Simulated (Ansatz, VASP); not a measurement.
This is a calculation of AgCl for Ansatz 0.2.0.

Contents of input.yaml:

```yaml
crystal:
  lattice:
    - [3.433973, 0.0, 0.0]
    - [0.0, 3.433973, 0.0]
    - [0.0, 0.0, 3.433973]
  atoms:
    - { symbol: Ag, position: [0.0, 0.0, 0.0] }
    - { symbol: Cl, position: [0.5, 0.5, 0.5] }
hamiltonian:
  xc: { exchange: pbe, correlation: pbe, exx: { coeff: 0.05, omega: 0.2 } }
  pseudopotentials: { kind: paw }
kpoints:
  mp_grid: { grid: [4, 4, 4] }
scf:
  occupations: { method: fermi_dirac, width: 0.05 }
output:
  forces: true
  stress: true
  eigenvalues: true
```

Potentials or basis: Ansatz PAW.

The run is started by

```bash
$ ansatz run input.yaml --threads 2 --pin off --max-ram 5632MiB --backend cpu --events-out ev --progress --plain --runs-dir out
```

**Question.** Translate it to VASP 6.6.1. Potentials there: VASP PAW PBE potentials, release 64 (Ag, Cl).

**Answer.** As run (the cutoff follows the program's own potentials):

The input POSCAR:

```
AgCl
1.0
    3.4339730000      0.0000000000      0.0000000000
    0.0000000000      3.4339730000      0.0000000000
    0.0000000000      0.0000000000      3.4339730000
Ag Cl
1 1
Direct
    0.0000000000      0.0000000000      0.0000000000
    0.5000000000      0.5000000000      0.5000000000
```

File INCAR.step1:

```
SYSTEM = AgCl
ALGO = Normal
EDIFF = 1E-5
ENCUT = 520
GGA = PE
ISIF = 2
ISMEAR = -1
LASPH = .True.
LCHARG = .False.
LREAL = .False.
LWAVE = .True.
NBANDS = 16
NELM = 80
PREC = Accurate
SIGMA = 0.05
```

The input INCAR.step2:

```
SYSTEM = AgCl
AEXX = 0.05
ALGO = Normal
EDIFF = 1E-6
ENCUT = 520
GGA = PE
HFSCREEN = 0.2
ISIF = 2
ISMEAR = -1
ISTART = 1
LASPH = .True.
LCHARG = .False.
LHFCALC = .True.
LREAL = .False.
LWAVE = .False.
NBANDS = 16
NELM = 80
PREC = Accurate
PRECFOCK = Normal
SIGMA = 0.05
```

KPOINTS

```
k-points
0
Gamma
  4 4 4
  0 0 0
```

Potentials or basis: VASP PAW PBE potentials, release 64 (Ag, Cl).

The run is started by

```sh
$ cat potpaw_PBE.64/Ag/POTCAR potpaw_PBE.64/Cl/POTCAR > POTCAR
$ cp INCAR.step1 INCAR
$ mpirun -np 1 vasp_std > vasp.out
$ cp INCAR.step2 INCAR
$ mpirun -np 1 vasp_std > vasp.out
```

Both were run:

|  | VASP | Ansatz | Ansatz less VASP |
| --- | --- | --- | --- |
| gap on the k mesh at the Fermi level (eV) | 0.84 | 0.84 | +0.002 |
| least direct gap on the mesh (eV) | 2.33 | 2.33 | 0.000 |
| pressure (GPa) | -0.1 | 0.0 | +0.14 |

VASP's potentials were made for PBE, not for PBE-based screened hybrid. VASP's potentials hold 18 valence electrons a cell and Ansatz's 26, so a difference there can come from the potentials and not from the codes.

The k mesh is coarse, so the values compare programs but aren't converged.
